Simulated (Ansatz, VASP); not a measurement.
**WSe2: VASP beside Ansatz**

The input INCAR:

```
PREC = Accurate
ENCUT = 500
EDIFF = 1E-6
ISMEAR = 0
SIGMA = 0.05
LREAL = F
LASPH = T
NELM = 120
ALGO = Normal
ISIF = 2
LWAVE = F
LCHARG = T
LELF = T
LVHAR = T
NBANDS = 20
GGA_COMPAT = F
```

The input KPOINTS:

```
Automatic mesh
0
Gamma
  12 12 2
```

The input POSCAR:

```
WSe2
1.0
    3.4114494262      0.0000000000      0.0000000000
   -1.7057247131      2.9544018668      0.0000000000
    0.0000000000      0.0000000000     15.7574204158
W Se
1 2
Direct
    0.0000000000      0.0000000000      0.0000000000
    0.3333333333      0.6666666667      0.0997865200
    0.3333333333      0.6666666667      0.9002134800
```

Input for Ansatz:

```yaml
crystal:
  lattice:
    - [3.4114494262, 0.0, 0.0]
    - [-1.7057247131, 2.9544018668, 0.0]
    - [0.0, 0.0, 15.7574204158]
  atoms:
    - { symbol: W, position: [0.0, 0.0, 0.0] }
    - { symbol: Se, position: [0.3333333333, 0.6666666667, 0.09978652] }
    - { symbol: Se, position: [0.3333333333, 0.6666666667, 0.90021348] }
basis:
  ecutwfc: 420
kpoints:
  mp_grid: { grid: [12, 12, 2] }
hamiltonian:
  xc: lda
scf:
  occupations: { method: gaussian, width: 0.05 }
output:
  forces: true
  stress: true
  eigenvalues: true
```

Alike in both runs: task single point; functional LDA; k mesh 12 × 12 × 2; occupations gaussian, width 0.05 eV; no spin polarisation.

|  | VASP | Ansatz |
| --- | --- | --- |
| version | VASP 6.6.1 | Ansatz 0.2.0 |
| potentials or method | VASP PAW LDA potentials, release 64 (W_sv, Se), cutoff 500 eV | scalar-relativistic, plane waves, PAW |
| valence electrons in the cell | 26 | 46 |

|  | VASP | Ansatz | Ansatz less VASP |
| --- | --- | --- | --- |
| gap on the k mesh at the Fermi level (eV) | 0.80 | 0.80 | +0.008 |
| least direct gap on the mesh (eV) | 1.12 | 1.11 | -0.003 |
| rms of the force components (eV/Å) | 0.338 | 0.292 | -0.0462 |

LDA's correlation is that of Perdew and Zunger in VASP and of Perdew and Wang (1992) in Ansatz. Atom by atom the forces differ by 0.046 eV/Å (rms over components). VASP's potentials hold 26 valence electrons a cell and Ansatz's 46, so a difference there can come from the potentials and not from the codes.

Neither program's run includes spin-orbit coupling.
